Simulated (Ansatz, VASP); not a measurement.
# One calculation of SnTe, two programs

The input INCAR:

```
SYSTEM = SnTe
PREC = Accurate ; ENCUT = 520
EDIFF = 1E-7 ; ISMEAR = -1
SIGMA = 0.05 ; LREAL = .FALSE.
LASPH = .TRUE. ; NELM = 100
ALGO = Normal ; ISIF = 2
LWAVE = .FALSE. ; LCHARG = .TRUE.
GGA = B5 ; ALDAX = 1.0
AGGAX = 1.0 ; AGGAC = 1.0
ALDAC = 0.0 ; IVDW = 13
VDW_S6 = 1.0 ; VDW_S8 = 2.34076671
VDW_A1 = 0.44488865 ; VDW_A2 = 4.0933009
LELF = .TRUE. ; LVHAR = .TRUE.
NBANDS = 17
```

File KPOINTS:

```
Automatic mesh
0
G
  7 7 7
  0 0 0
```

POSCAR

```
SnTe
1.0
    0.0000000000      3.0865288906      3.0865288906
    3.0865288906      0.0000000000      3.0865288906
    3.0865288906      3.0865288906      0.0000000000
Te Sn
1 1
Direct
    0.5000000000      0.5000000000      0.5000000000
    0.0000000000      0.0000000000      0.0000000000
```

Contents of input.yaml:

```yaml
crystal:
  lattice:
    - [0.0, 3.0865288906, 3.0865288906]
    - [3.0865288906, 0.0, 3.0865288906]
    - [3.0865288906, 3.0865288906, 0.0]
  atoms:
    - { symbol: Te, position: [0.5, 0.5, 0.5] }
    - { symbol: Sn, position: [0.0, 0.0, 0.0] }
hamiltonian:
  xc: blyp
  pseudopotentials: { kind: paw }
  dispersion: d4
kpoints:
  mp_grid: { grid: [7, 7, 7] }
scf:
  occupations: { method: fermi_dirac, width: 0.05 }
output:
  forces: true
  stress: true
  eigenvalues: true
```

Alike in both runs: task single point; functional BLYP; dispersion D4; k mesh 7 × 7 × 7; occupations fermi-dirac, width 0.05 eV; no spin polarisation.

|  | VASP | Ansatz |
| --- | --- | --- |
| version | VASP 6.6.1 | Ansatz 0.2.0 |
| potentials or method | VASP PAW PBE potentials, release 64 (Te, Sn_d) | Ansatz PAW |
| plane-wave cutoff (eV) | 520 | 420 |
| valence electrons in the cell | 20 | 30 |

|  | VASP | Ansatz | Ansatz less VASP |
| --- | --- | --- | --- |
| pressure (GPa) | 5.5 | 5.3 | -0.16 |

VASP's potentials were made for PBE, not for BLYP. VASP's potentials hold 20 valence electrons a cell and Ansatz's 30, so a difference there can come from the potentials and not from the codes.

Neither program's run includes spin-orbit coupling.
